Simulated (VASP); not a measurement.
# BaF2 (Fm-3m) in VASP: a series of runs

Aim: see how the results for BaF2 move with the level of theory and the settings. Levels: revPBE+D3(BJ), revPBE, PBE. Tasks: single point.

All numbers are computed with VASP 6.6.1; they aren't measurements. Logs are shortened: lines on timing, memory, paths and dates and some standing lists are left out, and cuts for length are marked.

## Step 1: The cell of the first run

The structure is cubic, space group Fm-3m (No. 225). The conventional cell has a = 6.170 Å, b = 6.170 Å, c = 6.170 Å, α = 90.00°, β = 90.00°, γ = 90.00°. Within 3.5 Å of Ba (site symmetry m-3m) lie 8 F at 2.67 Å. Within 3.5 Å of F (site symmetry -43m) lie 4 Ba at 2.67 Å and 6 F at 3.08 Å.

## Step 2: Single point, revPBE+D3(BJ) (volume scaled by 0.96)

File INCAR:

```
SYSTEM = BaF2
  PREC = Accurate
  ENCUT = 600
  EDIFF = 1E-6
  ISMEAR = 0
  SIGMA = 0.05
  LREAL = .FALSE.
  LASPH = .TRUE.
  NELM = 120
  ALGO = Normal
  ISIF = 2
  LWAVE = .FALSE.
  LCHARG = .TRUE.
  GGA = RE
  IVDW = 12
  LELF = .TRUE.
  LVHAR = .TRUE.
  NBANDS = 19
  GGA_COMPAT = .FALSE.
```

File KPOINTS:

```
regular mesh
0
G
  6 6 6
  0 0 0
```

File POSCAR:

```
BaF2
1.0
    0.0000000000      3.0849482751      3.0849482751
    3.0849482751      0.0000000000      3.0849482751
    3.0849482751      3.0849482751      0.0000000000
Ba F
1 2
Direct
    0.0000000000      0.0000000000      0.0000000000
    0.2500000000      0.2500000000      0.2500000000
    0.7500000000      0.7500000000      0.7500000000
```

Potentials or basis: VASP PAW PBE potentials, release 64 (Ba_sv, F).

Started as:

```bash
$ cat potpaw_PBE.64/Ba_sv/POTCAR potpaw_PBE.64/F/POTCAR > POTCAR
$ mpirun -np 1 vasp_std > vasp.out
```

OUTCAR:

```text
SYSTEM = BaF2
   PREC = Accurate
   ENCUT = 600
   EDIFF = 1E-6
   ISMEAR = 0
   LREAL = .FALSE.
   LASPH = .TRUE.
   NELM = 120
   ISIF = 2
   GGA = RE
   IVDW = 12
 IVDW          = 12

 ion  position               nearest neighbor table
   1  0.000  0.000  0.000-   3 2.67   3 2.67   3 2.67   2 2.67   2 2.67   2 2.67   3 2.67   2 2.67

   2  0.250  0.250  0.250-   1 2.67   1 2.67   1 2.67   1 2.67
   3  0.750  0.750  0.750-   1 2.67   1 2.67   1 2.67   1 2.67

  LATTYP: Found a face centered cubic cell.
 ALAT       =     6.1698965502

  Lattice vectors:

 A1 = (   0.0000000000,   3.0849482751,   3.0849482751)
 A2 = (   3.0849482751,   0.0000000000,   3.0849482751)
 A3 = (   3.0849482751,   3.0849482751,   0.0000000000)

Analysis of symmetry for initial positions (statically):
=====================================================================
 Subroutine PRICEL returns:
 Original cell was already a primitive cell.

 Routine SETGRP: Setting up the symmetry group for a
 face centered cubic supercell.

 Subroutine GETGRP returns: Found 48 space group operations
 (whereof 48 operations were pure point group operations)
 out of a pool of 48 trial point group operations.

The static configuration has the point symmetry O_h .

Analysis of symmetry for dynamics (positions and initial velocities):
=====================================================================
 Subroutine PRICEL returns:
 Original cell was already a primitive cell.

 Routine SETGRP: Setting up the symmetry group for a
 face centered cubic supercell.

 Subroutine GETGRP returns: Found 48 space group operations
 (whereof 48 operations were pure point group operations)
 out of a pool of 48 trial point group operations.

The dynamic configuration has the point symmetry O_h .

 Subroutine INISYM returns: Found 48 space group operations
 (whereof 48 operations are pure point group operations),
 and found     1 'primitive' translations

----------------------------------------------------------------------------------------

                                     Primitive cell

  volume of cell :      58.7183

  direct lattice vectors                    reciprocal lattice vectors
     0.000000000  3.084948275  3.084948275    -0.162077272  0.162077272  0.162077272
     3.084948275  0.000000000  3.084948275     0.162077272 -0.162077272  0.162077272
     3.084948275  3.084948275  0.000000000     0.162077272  0.162077272 -0.162077272

  length of vectors
     4.362775690  4.362775690  4.362775690     0.280726069  0.280726069  0.280726069

  position of ions in fractional coordinates (direct lattice)
     0.000000000  0.000000000  0.000000000
     0.250000000  0.250000000  0.250000000
     0.750000000  0.750000000  0.750000000

  ion indices of the primitive-cell ions
   primitive index   ion index
                 1           1
                 2           2
                 3           3

----------------------------------------------------------------------------------------

 KPOINTS: regular mesh

Automatic generation of k-mesh.
 Grid dimensions read from file:
 generate k-points for:    6    6    6

 Generating k-lattice:

  Cartesian coordinates                     Fractional coordinates (reciprocal lattice)
    -0.027012879  0.027012879  0.027012879     0.166666667  0.000000000  0.000000000
     0.027012879 -0.027012879  0.027012879     0.000000000  0.166666667  0.000000000
     0.027012879  0.027012879 -0.027012879     0.000000000  0.000000000  0.166666667

  Length of vectors
     0.046787678  0.046787678  0.046787678

  Shift w.r.t. Gamma in fractional coordinates (k-lattice)
     0.000000000  0.000000000  0.000000000

 Subroutine IBZKPT returns following result:
 ===========================================

 Found     16 irreducible k-points:

 Following reciprocal coordinates:
            Coordinates               Weight
  0.000000  0.000000  0.000000      1.000000
  0.166667  0.000000  0.000000      8.000000
  0.333333  0.000000  0.000000      8.000000
  0.500000  0.000000  0.000000      4.000000
  0.166667  0.166667  0.000000      6.000000
  0.333333  0.166667  0.000000     24.000000
[... 8 lines left out ...]
 -0.333333  0.333333  0.166667     24.000000
 -0.333333  0.500000  0.166667     12.000000
   k-points           NKPTS =     16   k-points in BZ     NKDIM =     16   number of bands    NBANDS=     19
   number of dos      NEDOS =    301   number of ions     NIONS =      3
   total plane-waves  NPLWV =  46656
   dimension x,y,z NGX =    36 NGY =   36 NGZ =   36
   dimension x,y,z NGXF=    72 NGYF=   72 NGZF=   72
   ions per type =               1   2
   NGX,Y,Z   is equivalent  to a cutoff of  13.72, 13.72, 13.72 a.u.
   NGXF,Y,Z  is equivalent  to a cutoff of  27.44, 27.44, 27.44 a.u.
 SYSTEM =  BaF2
   PREC   = accura    normal or accurate (medium, high low for compatibility)
   ISTART =      0    job   : 0-new  1-cont  2-samecut
   ICHARG =      2    charge: 1-file 2-atom 10-const
   ISPIN  =      1    spin polarized calculation?
   LNONCOLLINEAR =      F non collinear calculations
   LSORBIT =      F    spin-orbit coupling
   LASPH  =      T    aspherical Exc in radial PAW
   ENCUT  =  600.0 eV  44.10 Ry    6.64 a.u.   8.71  8.71  8.71*2*pi/ulx,y,z
   NELM   =    120;   NELMIN=  2; NELMDL= -5     # of ELM steps
   EDIFF  = 0.1E-05   stopping-criterion for ELM
   LREAL  =      F    real-space projection
   EDIFFG = 0.1E-04   stopping-criterion for IOM
   NSW    =      0    number of steps for IOM
   IBRION =     -1    ionic relax: 0-MD 1-quasi-New 2-CG
   NFREE  =      0    steps in history (QN), initial steepest desc. (CG)
   ISIF   =      2    stress and relaxation
   ISYM   =      2    0-nonsym 1-usesym 2-fastsym
   POTIM  = 0.5000    time-step for ionic-motion
   TEBEG  =    0.0;   TEEND  =   0.0 temperature during run
   PSTRESS=    0.0 pullay stress
   NELECT =      24.0000    total number of electrons
   NUPDOWN=      -1.0000    fix difference up-down
   EMIN   =  10.00;   EMAX   =-10.00  energy-range for DOS
   EFERMI =   0.00;   METHOD = LEGACY
   ISMEAR =     0;   SIGMA  =   0.05  broadening in eV -4-tet -1-fermi 0-gaus
   EFERMI_NEDOS =   21; number of points for ismear=-14 and -15
   IALGO  =     38    algorithm
   IMIX   =      4    mixing-type and parameters
     AMIX     =   0.40;   BMIX     =  1.00
     AMIX_MAG =   1.60;   BMIX_MAG =  1.00
  volume/ion in A,a.u.               =      19.57       132.08
  Fermi-wavevector in a.u.,A,eV,Ry     =   1.214938  2.295899 20.083202  1.476074
  Thomas-Fermi vector in A             =   2.350341
   LORBIT       =      0    0 simple, 1 ext, 2 COOP (PROOUT), +10 PAW based schemes
   GGA     = RE    functional components
   LHFCALC =     F    Hartree Fock is set to
   AEXX    =    0.0000 exact exchange contribution
   IVDW    =    12    specifies the selected vdW correction
   LEPSILON=     F    determine dielectric tensor
   LRPA    =     F    only Hartree local field effects (RPA)
 non-spin polarized calculation
 Gauss-broadening in eV      SIGMA  =   0.05
  energy-cutoff  :      600.00
  volume of cell :       58.72
 maximum number of plane-waves:      1980
   NGX = 17   NGY = 17   NGZ = 17

 number of electron      23.9999994 magnetization

 Free energy of the ion-electron system (eV)
  ---------------------------------------------------
  ext. energy  EPLUGINS =         0.00000000
  ---------------------------------------------------
  free energy    TOTEN  =       -16.32170172 eV

  energy without entropy =      -16.32170172  energy(sigma->0) =      -16.32170172

 E-fermi :  -1.6076     XC(G=0):  -8.4629

 val. band max:       -1.8763947507   @ k =  -0.1667   0.1667   0.0000
 cond. band min:       5.2628803889   @ k =   0.0000   0.0000   0.0000
 fundamental gap:      7.1392751396
 Fermi energy:        -1.6076211756

 k-point     1 :       0.0000    0.0000    0.0000
  band No.  band energies     occupation
      1     -24.9904      2.00000
      2     -20.9082      2.00000
      3     -20.8360      2.00000
      4      -9.8160      2.00000
      5      -9.8160      2.00000
      6      -9.8160      2.00000
[... 11 lines left out ...]
     18       9.6663      0.00000
     19      13.9577      0.00000

 k-point     2 :       0.1667    0.0000    0.0000
  band No.  band energies     occupation
      1     -24.9363      2.00000
      2     -20.9383      2.00000
      3     -20.9005      2.00000
      4      -9.8624      2.00000
      5      -9.8584      2.00000
      6      -9.8584      2.00000
[... 11 lines left out ...]
     18       9.6875      0.00000
     19      12.9266      0.00000

 k-point     3 :       0.3333    0.0000    0.0000
  band No.  band energies     occupation
      1     -24.8215      2.00000
      2     -21.0748      2.00000
      3     -20.9603      2.00000
      4      -9.9404      2.00000
      5      -9.9398      2.00000
      6      -9.9398      2.00000
[... 11 lines left out ...]
     18       9.7654      0.00000
     19      11.9663      0.00000

 k-point     4 :       0.5000    0.0000    0.0000
  band No.  band energies     occupation
      1     -24.7603      2.00000
      2     -21.1564      2.00000
      3     -20.9809      2.00000
      4      -9.9789      2.00000
      5      -9.9789      2.00000
      6      -9.9731      2.00000
[... 11 lines left out ...]
     18       9.8289      0.00000
     19      12.3235      0.00000

 k-point     5 :       0.1667    0.1667    0.0000
  band No.  band energies     occupation
      1     -24.9180      2.00000
      2     -20.9404      2.00000
      3     -20.9299      2.00000
      4      -9.9227      2.00000
      5      -9.9227      2.00000
      6      -9.7765      2.00000
[... 11 lines left out ...]
     18       9.7624      0.00000
     19      14.0161      0.00000

 k-point     6 :       0.3333    0.1667    0.0000
  band No.  band energies     occupation
      1     -24.8223      2.00000
      2     -21.0485      2.00000
      3     -20.9849      2.00000
      4     -10.0134      2.00000
      5     -10.0125      2.00000
      6      -9.7974      2.00000
[... 11 lines left out ...]
     18       9.9385      0.00000
     19      12.6456      0.00000

 k-point     7 :       0.5000    0.1667    0.0000
  band No.  band energies     occupation
      1     -24.7407      2.00000
      2     -21.1446      2.00000
      3     -21.0253      2.00000
      4     -10.0410      2.00000
      5     -10.0404      2.00000
      6      -9.8932      2.00000
[... 11 lines left out ...]
     18      10.3985      0.00000
     19      12.2864      0.00000

 k-point     8 :      -0.3333    0.1667    0.0000
  band No.  band energies     occupation
      1     -24.7614      2.00000
      2     -21.1131      2.00000
      3     -21.0227      2.00000
      4      -9.9877      2.00000
      5      -9.9809      2.00000
      6      -9.9701      2.00000
[... 11 lines left out ...]
     18      10.4239      0.00000
     19      12.3318      0.00000

 k-point     9 :      -0.1667    0.1667    0.0000
  band No.  band energies     occupation
      1     -24.8611      2.00000
      2     -20.9907      2.00000
      3     -20.9774      2.00000
      4      -9.9574      2.00000
      5      -9.8986      2.00000
      6      -9.8890      2.00000
[... 11 lines left out ...]
     18       9.9505      0.00000
     19      12.7106      0.00000

 k-point    10 :       0.3333    0.3333    0.0000
  band No.  band energies     occupation
      1     -24.7627      2.00000
      2     -21.1278      2.00000
      3     -21.0037      2.00000
      4     -10.1225      2.00000
      5     -10.1225      2.00000
      6      -9.6896      2.00000
[... 11 lines left out ...]
     18      10.0122      0.00000
     19      13.8332      0.00000

 k-point    11 :       0.5000    0.3333    0.0000
  band No.  band energies     occupation
      1     -24.6999      2.00000
      2     -21.1853      2.00000
      3     -21.0498      2.00000
      4     -10.1609      2.00000
      5     -10.1597      2.00000
      6      -9.7257      2.00000
[... 11 lines left out ...]
     18      11.3247      0.00000
     19      12.8291      0.00000

 k-point    12 :      -0.3333    0.3333    0.0000
  band No.  band energies     occupation
      1     -24.6995      2.00000
      2     -21.1406      2.00000
      3     -21.0970      2.00000
      4     -10.0979      2.00000
      5     -10.0915      2.00000
      6      -9.8636      2.00000
[... 11 lines left out ...]
     18      11.7573      0.00000
     19      13.1126      0.00000

 k-point    13 :       0.5000    0.5000    0.0000
  band No.  band energies     occupation
      1     -24.6786      2.00000
      2     -21.2330      2.00000
      3     -21.0349      2.00000
      4     -10.2165      2.00000
      5     -10.2165      2.00000
      6      -9.6420      2.00000
[... 11 lines left out ...]
     18      11.4077      0.00000
     19      13.4108      0.00000

 k-point    14 :       0.5000    0.3333    0.1667
  band No.  band energies     occupation
      1     -24.7416      2.00000
      2     -21.1180      2.00000
      3     -21.0501      2.00000
      4     -10.1198      2.00000
      5     -10.0325      2.00000
      6      -9.8251      2.00000
[... 11 lines left out ...]
     18      10.7627      0.00000
     19      12.9590      0.00000

 k-point    15 :      -0.3333    0.3333    0.1667
  band No.  band energies     occupation
      1     -24.6995      2.00000
      2     -21.1409      2.00000
      3     -21.0966      2.00000
      4     -10.1713      2.00000
      5      -9.9415      2.00000
      6      -9.9403      2.00000
[... 11 lines left out ...]
     18      11.8300      0.00000
     19      12.4970      0.00000

 k-point    16 :      -0.3333    0.5000    0.1667
  band No.  band energies     occupation
      1     -24.6785      2.00000
      2     -21.1848      2.00000
      3     -21.0858      2.00000
      4     -10.2288      2.00000
      5     -10.0723      2.00000
      6      -9.7851      2.00000
[... 11 lines left out ...]
     18      12.9091      0.00000
     19      13.2096      0.00000

------------------------ aborting loop because EDIFF is reached ----------------------------------------

 Edisp (eV)   -0.72294

 E8    (eV) :    -0.5165

  FORCE on cell =-STRESS in cart. coord.  units (eV):
  Direction    XX          YY          ZZ          XY          YZ          ZX
  --------------------------------------------------------------------------------------
  -------------------------------------------------------------------------------------
  Total       1.23789     1.23789     1.23789     0.00000    -0.00000     0.00000
  in kB      33.77695    33.77695    33.77695     0.00000    -0.00000     0.00000
  external pressure =       33.78 kB  Pullay stress =        0.00 kB

 VOLUME and BASIS-vectors are now :
 -----------------------------------------------------------------------------
  energy-cutoff  :      600.00
  volume of cell :       58.72
      direct lattice vectors                 reciprocal lattice vectors
     0.000000000  3.084948275  3.084948275    -0.162077272  0.162077272  0.162077272
     3.084948275  0.000000000  3.084948275     0.162077272 -0.162077272  0.162077272
     3.084948275  3.084948275  0.000000000     0.162077272  0.162077272 -0.162077272

 POSITION                                       TOTAL-FORCE (eV/Angst)
 -----------------------------------------------------------------------------------
      0.00000      0.00000      0.00000        -0.000000      0.000000     -0.000000
      1.54247      1.54247      1.54247         0.000000      0.000000      0.000000
      4.62742      4.62742      4.62742        -0.000000     -0.000000     -0.000000
 -----------------------------------------------------------------------------------
    total drift:                                0.000000      0.000000      0.000000

  FREE ENERGIE OF THE ION-ELECTRON SYSTEM (eV)
  ---------------------------------------------------
  free  energy   TOTEN  =       -17.0446405329 eV

  energy  without entropy=      -17.0446405329  energy(sigma->0) =      -17.04464053
```

Wall time 22 s (1 thread of Intel Xeon 8259CL, shared host); peak memory 0.22 GiB.

What came out:

```
Free energy                : -17.0446 eV
Pressure                   : 3.4 GPa
Band gap on the k mesh     : 7.14 eV, indirect (least direct gap 7.21 eV)
Dispersion energy per atom : -0.241 eV
```

Levels at points of the mesh, in eV from the valence-band top:
| k point | band 9 | band 10 | band 11 | band 12 | band 13 | band 14 | band 15 | band 16 |
| --- | --- | --- | --- | --- | --- | --- | --- | --- |
| (0.00, 0.00, 0.00) | -1.50 | -0.07 | -0.07 | -0.07 | 7.14 | 9.30 | 9.30 | 11.54 |
| (0.50, 0.00, 0.00) | -0.65 | -0.34 | -0.15 | -0.15 | 9.30 | 9.33 | 9.33 | 10.21 |
| (0.50, 0.50, 0.00) | -0.36 | -0.31 | -0.31 | -0.12 | 7.48 | 9.14 | 10.78 | 12.06 |

Caveat: the PAW data sets were made with another functional, which shifts forces and pressure a little; spin-orbit coupling is left out, which moves the levels of the heavy elements. A k mesh can miss the band edges.

(Part 1 of 2 ends here.)
